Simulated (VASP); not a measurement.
Wanted: the native input for a VASP 6.6.1 run.

```yaml
Task: single point
Functional: r2SCAN
Potentials_or_basis: VASP PAW PBE potentials, release 64 (Ge_d)
Cutoff: 520 eV
k_mesh: 20 × 20 × 18
Occupations: gaussian, width 0.15 eV
Spin: no spin polarisation
Dipole_correction: no
Further_INCAR_settings: ALGO = Normal; EDIFF = 1e-06; NBANDS = 13
```

The system is Ge.

```
CELL_PARAMETERS angstrom
1.50194 -2.79555 0.00000
1.50194 2.79555 0.00000
0.00000 0.00000 2.69823
ATOMIC_POSITIONS crystal
Ge 0.50000 0.50000 0.00000
```

This cell differs from its parent crystal: strain +0.0750 x Voigt [1, 1, 0, 0, 0, 0].

The input as run:

POSCAR

```
Ge
1.0
    1.5019351750     -2.7955547000      0.0000000000
    1.5019351750      2.7955547000      0.0000000000
    0.0000000000      0.0000000000      2.6982310000
Ge
1
Direct
    0.5000000000      0.5000000000      0.0000000000
```

INCAR.step1

```
SYSTEM = Ge
PREC = Accurate
ENCUT = 520
ISMEAR = 0
SIGMA = 0.15
LREAL = .FALSE.
LASPH = .TRUE.
NELM = 100
NBANDS = 13
GGA = PE
ALGO = Normal
EDIFF = 1E-4
LWAVE = .TRUE.
LCHARG = .FALSE.
```

INCAR.step2

```
SYSTEM = Ge
PREC = Accurate
ENCUT = 520
EDIFF = 1E-6
ISMEAR = 0
SIGMA = 0.15
LREAL = .FALSE.
LASPH = .TRUE.
NELM = 100
ALGO = Normal
ISIF = 2
LWAVE = .FALSE.
LCHARG = .TRUE.
METAGGA = R2SCAN
LMIXTAU = .TRUE.
LELF = .TRUE.
LVHAR = .TRUE.
NBANDS = 13
ISTART = 1
```

KPOINTS

```
Automatic mesh
0
G
  20 20 18
  0 0 0
```

Potentials or basis: VASP PAW PBE potentials, release 64 (Ge_d).

The run is started by

```bash
$ cat potpaw_PBE.64/Ge_d/POTCAR > POTCAR
$ cp INCAR.step1 INCAR
$ mpirun -np 1 vasp_std > vasp.out
$ cp INCAR.step2 INCAR
$ mpirun -np 1 vasp_std > vasp.out
```

Results of the run:

```yaml
Pressure: -8.9 GPa
Band_gap_on_the_k_mesh: zero (band 7 reaches 10.27 eV, above the bottom of band 8 at 2.09 eV)
```

Caveat: the cell differs from its parent crystal (strain +0.0750 x Voigt [1, 1, 0, 0, 0, 0]); the PAW data sets were made with another functional, which shifts forces and pressure a little.

It took 6.1 min on 1 thread of Intel Xeon 6975P-C (shared host), peak memory 0.39 GiB.
